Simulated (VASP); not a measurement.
# MgC (P2_1/m) in VASP: notebook

MgC is run at these levels: PBE; tasks: single point, relaxation of cell and atoms.

All numbers are computed with VASP 6.6.1; they aren't measurements. Logs are shortened: lines on timing, memory, paths and dates and some standing lists are left out, and cuts for length are marked.

## Step 1: The cell of the first run

Symmetry: P2_1/m, No. 11, monoclinic system. Conventional cell: a = 3.497 Å, b = 2.618 Å, c = 5.717 Å, α = 90.00°, β = 101.17°, γ = 90.00°. Mg (site symmetry m) has 6 C at 2.28 to 2.80 Å and 2 Mg at 2.62 Å within 3.0 Å. C (site symmetry m) has 2 C at 1.49 Å within 2.0 Å.

## Step 2: Single point, PBE

Contents of INCAR:

```
SYSTEM = MgC
PREC = Accurate
ENCUT = 840
EDIFF = 1E-6
ISMEAR = 0
SIGMA = 0.1
LREAL = .False.
LASPH = .True.
NELM = 120
ALGO = Normal
ISIF = 2
LWAVE = .False.
LCHARG = .False.
GGA = PE
NBANDS = 22
GGA_COMPAT = .False.
```

Contents of KPOINTS:

```
Automatic mesh
0
Gamma
  6 6 4
  0 0 0
```

Contents of POSCAR:

```
MgC
1.0
    3.4967814579      0.0000000000      0.0000000000
    0.0000000000      2.6184172815      0.0000000000
   -1.1072884609      0.0000000000      5.6085771753
Mg C
2 2
Direct
    0.1257495862      0.7500000000      0.2712906835
    0.8742504138      0.2500000000      0.7287093165
    0.5545804953      0.7500000000      0.9540467269
    0.4454195047      0.2500000000      0.0459532731
```

Potentials or basis: VASP PAW PBE potentials, release 64 (Mg_sv, C).

On the command line:

```console
$ cat potpaw_PBE.64/Mg_sv/POTCAR potpaw_PBE.64/C/POTCAR > POTCAR
$ mpirun -np 1 vasp_std > vasp.out
```

OUTCAR:

```text
SYSTEM = MgC
   PREC = Accurate
   ENCUT = 840
   EDIFF = 1E-6
   ISMEAR = 0
   LREAL = .False.
   LASPH = .True.
   NELM = 120
   ISIF = 2
   GGA = PE

 ion  position               nearest neighbor table
   1  0.126  0.750  0.271-
   2  0.874  0.250  0.729-
   3  0.555  0.750  0.954-   4 1.49   4 1.49
   4  0.445  0.250  0.046-   3 1.49   3 1.49

  LATTYP: Found a simple monoclinic cell.
 ALAT       =     3.4967814579
 B/A-ratio  =     0.7488078146
 C/A-ratio  =     1.6348854231
 COS(beta)  =    -0.1936890022

  Lattice vectors:

 A1 = (   3.4967814579,   0.0000000000,   0.0000000000)
 A2 = (   0.0000000000,   2.6184172815,   0.0000000000)
 A3 = (  -1.1072884609,   0.0000000000,   5.6085771753)

Analysis of symmetry for initial positions (statically):
=====================================================================
 Subroutine PRICEL returns:
 Original cell was already a primitive cell.

 Routine SETGRP: Setting up the symmetry group for a
 simple monoclinic supercell.

 Subroutine GETGRP returns: Found  4 space group operations
 (whereof  2 operations were pure point group operations)
 out of a pool of  4 trial point group operations.

The static configuration has the point symmetry S_2 .
 The point group associated with its full space group is C_2h.

Analysis of symmetry for dynamics (positions and initial velocities):
=====================================================================
 Subroutine PRICEL returns:
 Original cell was already a primitive cell.

 Routine SETGRP: Setting up the symmetry group for a
 simple monoclinic supercell.

 Subroutine GETGRP returns: Found  4 space group operations
 (whereof  2 operations were pure point group operations)
 out of a pool of  4 trial point group operations.

The dynamic configuration has the point symmetry S_2 .
 The point group associated with its full space group is C_2h.

 Subroutine INISYM returns: Found  4 space group operations
 (whereof  2 operations are pure point group operations),
 and found     1 'primitive' translations

----------------------------------------------------------------------------------------

                                     Primitive cell

  volume of cell :      51.3523

  direct lattice vectors                    reciprocal lattice vectors
     3.496781458  0.000000000  0.000000000     0.285977266  0.000000000  0.056459832
     0.000000000  2.618417282  0.000000000     0.000000000  0.381910098  0.000000000
    -1.107288461  0.000000000  5.608577175     0.000000000  0.000000000  0.178298340

  length of vectors
     3.496781458  2.618417282  5.716837033     0.291497357  0.381910098  0.178298340

  position of ions in fractional coordinates (direct lattice)
     0.125749586  0.750000000  0.271290683
     0.874250414  0.250000000  0.728709317
     0.554580495  0.750000000  0.954046727
     0.445419505  0.250000000  0.045953273

  ion indices of the primitive-cell ions
   primitive index   ion index
                 1           1
                 2           2
                 3           3
                 4           4

----------------------------------------------------------------------------------------

 KPOINTS: Automatic mesh

Automatic generation of k-mesh.
 Grid dimensions read from file:
 generate k-points for:    6    6    4

 Generating k-lattice:

  Cartesian coordinates                     Fractional coordinates (reciprocal lattice)
     0.047662878  0.000000000  0.009409972     0.166666667  0.000000000  0.000000000
     0.000000000  0.063651683  0.000000000     0.000000000  0.166666667  0.000000000
     0.000000000  0.000000000  0.044574585     0.000000000  0.000000000  0.250000000

  Length of vectors
     0.048582893  0.063651683  0.044574585

  Shift w.r.t. Gamma in fractional coordinates (k-lattice)
     0.000000000  0.000000000  0.000000000

 Subroutine IBZKPT returns following result:
 ===========================================

 Found     56 irreducible k-points:

 Following reciprocal coordinates:
            Coordinates               Weight
  0.000000  0.000000  0.000000      1.000000
  0.166667  0.000000  0.000000      2.000000
  0.333333  0.000000  0.000000      2.000000
  0.500000  0.000000  0.000000      1.000000
  0.000000  0.166667  0.000000      2.000000
  0.166667  0.166667  0.000000      4.000000
[... 16 lines left out ...]
  0.000000  0.166667  0.250000      4.000000
  0.166667  0.166667  0.250000      4.000000
 [... further k-points ...]
   k-points           NKPTS =     56   k-points in BZ     NKDIM =     56   number of bands    NBANDS=     22
   number of dos      NEDOS =    301   number of ions     NIONS =      4
   total plane-waves  NPLWV =  54432
   dimension x,y,z NGX =    36 NGY =   28 NGZ =   54
   dimension x,y,z NGXF=    72 NGYF=   56 NGZF=  108
   ions per type =               2   2
   NGX,Y,Z   is equivalent  to a cutoff of  17.12, 17.78, 15.70 a.u.
   NGXF,Y,Z  is equivalent  to a cutoff of  34.23, 35.55, 31.41 a.u.
 SYSTEM =  MgC
   PREC   = accura    normal or accurate (medium, high low for compatibility)
   ISTART =      0    job   : 0-new  1-cont  2-samecut
   ICHARG =      2    charge: 1-file 2-atom 10-const
   ISPIN  =      1    spin polarized calculation?
   LNONCOLLINEAR =      F non collinear calculations
   LSORBIT =      F    spin-orbit coupling
   LASPH  =      T    aspherical Exc in radial PAW
   ENCUT  =  840.0 eV  61.74 Ry    7.86 a.u.   8.26  6.19 13.51*2*pi/ulx,y,z
   NELM   =    120;   NELMIN=  2; NELMDL= -5     # of ELM steps
   EDIFF  = 0.1E-05   stopping-criterion for ELM
   LREAL  =      F    real-space projection
   EDIFFG = 0.1E-04   stopping-criterion for IOM
   NSW    =      0    number of steps for IOM
   IBRION =     -1    ionic relax: 0-MD 1-quasi-New 2-CG
   NFREE  =      0    steps in history (QN), initial steepest desc. (CG)
   ISIF   =      2    stress and relaxation
   ISYM   =      2    0-nonsym 1-usesym 2-fastsym
   POTIM  = 0.5000    time-step for ionic-motion
   TEBEG  =    0.0;   TEEND  =   0.0 temperature during run
   PSTRESS=    0.0 pullay stress
   NELECT =      28.0000    total number of electrons
   NUPDOWN=      -1.0000    fix difference up-down
   EMIN   =  10.00;   EMAX   =-10.00  energy-range for DOS
   EFERMI =   0.00;   METHOD = LEGACY
   ISMEAR =     0;   SIGMA  =   0.10  broadening in eV -4-tet -1-fermi 0-gaus
   EFERMI_NEDOS =   21; number of points for ismear=-14 and -15
   IALGO  =     38    algorithm
   IMIX   =      4    mixing-type and parameters
     AMIX     =   0.40;   BMIX     =  1.00
     AMIX_MAG =   1.60;   BMIX_MAG =  1.00
  volume/ion in A,a.u.               =      12.84        86.64
  Fermi-wavevector in a.u.,A,eV,Ry     =   1.337440  2.527394 24.337347  1.788745
  Thomas-Fermi vector in A             =   2.465988
   LORBIT       =      0    0 simple, 1 ext, 2 COOP (PROOUT), +10 PAW based schemes
   GGA     = PE    functional components
   LHFCALC =     F    Hartree Fock is set to
   AEXX    =    0.0000 exact exchange contribution
   IVDW    =     0    specifies the selected vdW correction
   LEPSILON=     F    determine dielectric tensor
   LRPA    =     F    only Hartree local field effects (RPA)
 non-spin polarized calculation
 Gauss-broadening in eV      SIGMA  =   0.10
  energy-cutoff  :      840.00
  volume of cell :       51.35
 maximum number of plane-waves:      2880
 NGX is ok and might be reduce to    36
   NGX = 17   NGY = 13   NGZ = 27

 number of electron      27.9999999 magnetization

 Free energy of the ion-electron system (eV)
  ---------------------------------------------------
  ext. energy  EPLUGINS =         0.00000000
  ---------------------------------------------------
  free energy    TOTEN  =       -19.66285802 eV

  energy without entropy =      -19.66199010  energy(sigma->0) =      -19.66242406

 E-fermi :   4.6139     XC(G=0): -10.0962

 val. band max:        4.6114528006   @ k =   0.5000   0.3333   0.0000
 cond. band min:       4.8622486549   @ k =   0.5000   0.0000   0.0000
 fundamental gap:      0.2507958543
 Fermi energy:         4.6139482596

 k-point     1 :       0.0000    0.0000    0.0000
  band No.  band energies     occupation
      1     -71.4354      2.00000
      2     -71.4337      2.00000
      3     -38.2192      2.00000
      4     -38.2149      2.00000
      5     -38.1670      2.00000
      6     -38.1468      2.00000
[... 14 lines left out ...]
     21      14.4988      0.00000
     22      15.1591      0.00000

 k-point     2 :       0.1667    0.0000    0.0000
  band No.  band energies     occupation
      1     -71.4352      2.00000
      2     -71.4336      2.00000
      3     -38.2200      2.00000
      4     -38.2164      2.00000
      5     -38.1673      2.00000
      6     -38.1471      2.00000
[... 14 lines left out ...]
     21      14.8961      0.00000
     22      15.1012      0.00000

 k-point     3 :       0.3333    0.0000    0.0000
  band No.  band energies     occupation
      1     -71.4350      2.00000
      2     -71.4335      2.00000
      3     -38.2221      2.00000
      4     -38.2193      2.00000
      5     -38.1678      2.00000
      6     -38.1478      2.00000
[... 14 lines left out ...]
     21      14.7535      0.00000
     22      16.8434      0.00000
[... 476 lines left out ...]
 k-point    23 :       0.0000    0.1667    0.2500
  band No.  band energies     occupation
      1     -71.4316      2.00000
      2     -71.4304      2.00000
      3     -38.2148      2.00000
      4     -38.2122      2.00000
      5     -38.1734      2.00000
      6     -38.1715      2.00000
[... 14 lines left out ...]
     21      13.0282      0.00000
     22      14.5652      0.00000

 k-point    24 :       0.1667    0.1667    0.2500
  band No.  band energies     occupation
      1     -71.4314      2.00000
      2     -71.4304      2.00000
      3     -38.2148      2.00000
      4     -38.2144      2.00000
      5     -38.1733      2.00000
      6     -38.1714      2.00000
[... 14 lines left out ...]
     21      13.8047      0.00000
     22      14.6702      0.00000

 [... further k-points ...]

------------------------ aborting loop because EDIFF is reached ----------------------------------------

  FORCE on cell =-STRESS in cart. coord.  units (eV):
  Direction    XX          YY          ZZ          XY          YZ          ZX
  --------------------------------------------------------------------------------------
  -------------------------------------------------------------------------------------
  Total        0.4190921     -0.6401178      0.1843102      0.0000000      0.0000000      0.0590667
  in kB       13.0755506    -19.9714897      5.7504252      0.0000000      0.0000000      1.8428652
  external PRESSURE =      -0.3818380 kB  Pullay stress =       0.0000000 kB

 VOLUME and BASIS-vectors are now :
 -----------------------------------------------------------------------------
  energy-cutoff  :      840.00
  volume of cell :       51.35
      direct lattice vectors                 reciprocal lattice vectors
     3.496781458  0.000000000  0.000000000     0.285977266  0.000000000  0.056459832
     0.000000000  2.618417282  0.000000000     0.000000000  0.381910098  0.000000000
    -1.107288461  0.000000000  5.608577175     0.000000000  0.000000000  0.178298340

 POSITION                                       TOTAL-FORCE (eV/Angst)
 -----------------------------------------------------------------------------------
      0.13932      1.96381      1.52155         0.014208      0.000000      0.157045
      2.25017      0.65460      4.08702        -0.014208      0.000000     -0.157045
      0.88284      1.96381      5.35084         0.108562      0.000000      0.130634
      1.50665      0.65460      0.25773        -0.108562      0.000000     -0.130634
 -----------------------------------------------------------------------------------
    total drift:                               -0.000000      0.000000      0.000000

  FREE ENERGIE OF THE ION-ELECTRON SYSTEM (eV)
  ---------------------------------------------------
  free  energy   TOTEN  =       -19.6628580161 eV

  energy  without entropy=      -19.6619901011  energy(sigma->0) =      -19.66242406
```

Run time: 90 s. Hardware: 1 thread of Intel Xeon 6975P-C (Granite Rapids), shared host; peak memory 0.27 GiB.

Results:

```yaml
Free_energy: -19.6629 eV
Pressure: 0.0 GPa
Largest_force: 0.170 eV/Å
Band_gap_on_the_k_mesh: zero (bands 14 and 15 overlap by 0.24 eV)
```

Forces in eV/Å, atoms in the order of the input:
```
Mg   0.014  0.000  0.157
Mg  -0.014  0.000 -0.157
C    0.109  0.000  0.131
C   -0.109  0.000 -0.131
```

Caveat: the k points lie up to 0.40 Å⁻¹ apart.

## Step 3: Relaxation of cell and atoms, PBE

Contents of INCAR:

```
ALGO = Normal
EDIFF = 1E-6
EDIFFG = -0.01
ENCUT = 600
GGA = PE
IBRION = 2
ISIF = 3
ISMEAR = 0
LASPH = True
LCHARG = False
LREAL = False
LWAVE = False
NELM = 80
NSW = 100
PREC = Accurate
SIGMA = 0.1
```

Contents of KPOINTS:

```
k-points
0
Gamma
  14 18 8
```

POSCAR is that of step 2.

Potentials or basis: VASP PAW PBE potentials, release 64 (Mg, C).

On the command line:

```console
$ cat potpaw_PBE.64/Mg/POTCAR potpaw_PBE.64/C/POTCAR > POTCAR
$ mpirun -np 1 vasp_std > vasp.out
```

Run time: 56 min. Hardware: 1 thread of Intel Xeon 8259CL, shared host; peak memory 0.54 GiB.

Results (log left out):

```
Free energy                           : -19.6407 eV
Relaxed volume                        : 12.99 Å³/atom
Relaxed cell                          : a = 3.600 Å, b = 2.631 Å, c = 5.587 Å, α = 90.00°, β = 100.96°, γ = 90.00°
Space group after relaxing (to 0.1 Å) : P2_1/m (No. 11)
Energy gained by relaxing             : 3.2 meV/atom
Ionic steps                           : 21
Pressure after relaxing               : 0.0 GPa
Largest force after relaxing          : 0.007 eV/Å
Band gap on the k mesh                : zero (bands 6 and 7 overlap by 0.43 eV)
```

Forces in eV/Å, atoms in the order of the input:
```
Mg   0.005  0.000 -0.002
Mg  -0.005  0.000  0.002
C    0.007  0.000 -0.002
C   -0.007  0.000  0.002
```

Stress tensor (GPa, compression positive):
```
 0.07  0.00  0.01
 0.00 -0.09  0.00
 0.01  0.00 -0.04
```

The path:
```
step  energy change (eV)  largest force (eV/Å)  pressure (GPa)  volume (Å³)
   1              0.0000                0.1207           -0.12        51.35
   2             -0.0025                0.1081           -0.05        51.28
   3             -0.0033                0.1619            0.03        51.20
   4             -0.0047                0.1213            0.10        51.17
   5             -0.0073                0.0306            0.33        51.08
   6             -0.0037                0.3674            0.79        50.90
   7             -0.0076                0.0897            0.41        51.05
   8             -0.0089                0.0635            0.44        51.14
   9             -0.0105                0.0244            0.53        51.34
  10             -0.0106                0.0258            0.56        51.42
  11             -0.0117                0.0261           -0.08        51.74
  12             -0.0117                0.0290           -0.17        51.79
  13             -0.0120                0.0325           -0.10        51.79
  14             -0.0124                0.0477            0.06        51.79
  15             -0.0125                0.0385            0.06        51.82
  16             -0.0125                0.0342            0.06        51.82
  17             -0.0126                0.0206            0.04        51.86
  18             -0.0127                0.0127            0.01        51.92
  19             -0.0127                0.0105           -0.04        51.95
  20             -0.0127                0.0116           -0.05        51.96
  21             -0.0127                0.0073           -0.02        51.95
```

Final structure:
```xyz
4
Lattice="3.6003 0.0000 0.0254 0.0000 2.6310 0.0000 -1.1009 0.0000 5.4771" Properties=species:S:1:pos:R:3 pbc="T T T"
Mg    0.1600    1.9732    1.4717
Mg    2.3394    0.6577    4.0308
C     0.9789    1.9732    5.2862
C     1.5204    0.6577    0.2163
```

Levels at points of the mesh, in eV from the Fermi level:
| k point | band 4 | band 5 | band 6 | band 7 | band 8 | band 9 |
| --- | --- | --- | --- | --- | --- | --- |
| (0.00, 0.00, 0.00) | -5.43 | -5.20 | -1.43 | 2.52 | 3.22 | 5.48 |
| (0.50, 0.00, 0.00) | -5.35 | -2.75 | -1.80 | 0.55 | 3.38 | 5.55 |
| (0.00, 0.50, 0.00) | -3.74 | -1.55 | -1.55 | 0.53 | 0.53 | 5.56 |
| (0.50, 0.50, 0.00) | -4.66 | -2.13 | -2.13 | 2.39 | 2.39 | 4.07 |
| (0.00, 0.00, 0.50) | -5.43 | -2.82 | -2.57 | 1.51 | 3.94 | 5.17 |
| (0.50, 0.00, 0.50) | -5.35 | -3.25 | -0.17 | -0.03 | 4.18 | 4.49 |
| (0.00, 0.50, 0.50) | -3.93 | -1.84 | -1.84 | 2.01 | 2.01 | 4.41 |
| (0.50, 0.50, 0.50) | -4.67 | -2.16 | -2.16 | 1.97 | 1.97 | 4.83 |

The gap in the log of VASP goes by the Fermi energy; the results here count the filled bands.